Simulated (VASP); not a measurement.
A run of VASP 6.6.1 is set up as follows.

INCAR

```
SYSTEM = Au
PREC = Accurate
ENCUT = 520
EDIFF = 1E-7
ISMEAR = -1
SIGMA = 0.05
LREAL = .FALSE.
LASPH = .TRUE.
NELM = 100
ALGO = Normal
ISIF = 2
LWAVE = .FALSE.
LCHARG = .FALSE.
GGA = CA
NBANDS = 12
```

File KPOINTS:

```
Automatic mesh
0
G
  16 16 16
  0 0 0
```

File POSCAR:

```
Au
1.0
    2.8256100120      0.0000000000      0.0000000000
    0.0000000000      2.8256100120      0.0000000000
    0.0000000000      0.0000000000      2.8256100120
Au
1
Direct
    0.0000000000      0.0000000000      0.0000000000
```

Potentials or basis: VASP PAW LDA potentials, release 64 (Au).

The run is started by

```console
$ cat potpaw_LDA.64/Au/POTCAR > POTCAR
$ mpirun -np 1 vasp_std > vasp.out
```

Question: Predict the pressure.

Answer: -15.4 GPa.

Question: What does it give for the band gap on the k mesh?

Answer: Zero (an odd number of electrons rules out a gap without spin polarisation).

Caveat: the cell stands under tension; spin-orbit coupling is left out, which moves the levels of the heavy elements.
